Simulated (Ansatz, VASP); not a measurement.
One calculation of B, two programs

```xyz
6
Lattice="1.6337 -0.0128 0.0010 0.0386 3.9729 -0.0256 0.0003 0.6924 7.6288" Properties=species:S:1:pos:R:3 pbc="T T T"
B     1.2436    1.9277    0.8024
B     1.2509    3.0814    3.4308
B     0.4216    1.5712    4.1734
B     0.4289    2.7248    6.8018
B     0.4365    3.2497    1.7768
B     1.2361    1.4029    5.8274
```

Change from the starting cell: the structure that the rattled omega type (P6/mmm, No. 191) fell into.

Alike in both runs: functional PBEsol; k mesh 22 × 10 × 6; occupations gaussian, width 0.1 eV; no spin polarisation.

Ansatz relaxed the structure, and its values are those at the end. VASP's run is a single point on that final structure, the one shown.

|  | VASP | Ansatz |
| --- | --- | --- |
| version | VASP 6.6.1 | Ansatz 0.2.0 |
| potentials or method | VASP PAW PBE potentials, release 64 (B), cutoff 520 eV | scalar-relativistic, plane waves, PAW |
| valence electrons in the cell | 18 | 18 |

VASP gave:

| Item | Value |
| --- | --- |
| gap on the k mesh at the Fermi level (eV) | none |
| pressure (GPa) | 0.2 |
| rms of the force components (eV/Å) | 0.004 |

What did Ansatz give for the same quantities?

gap on the k mesh at the Fermi level (eV): none; pressure (GPa): 0.0; rms of the force components (eV/Å): 0.000.

VASP's potentials were made for PBE, not for PBEsol. A gap of «none» marks a metal or a gap that the smearing closes. The functional is the same, so the differences come from potentials, cutoffs and numerics.
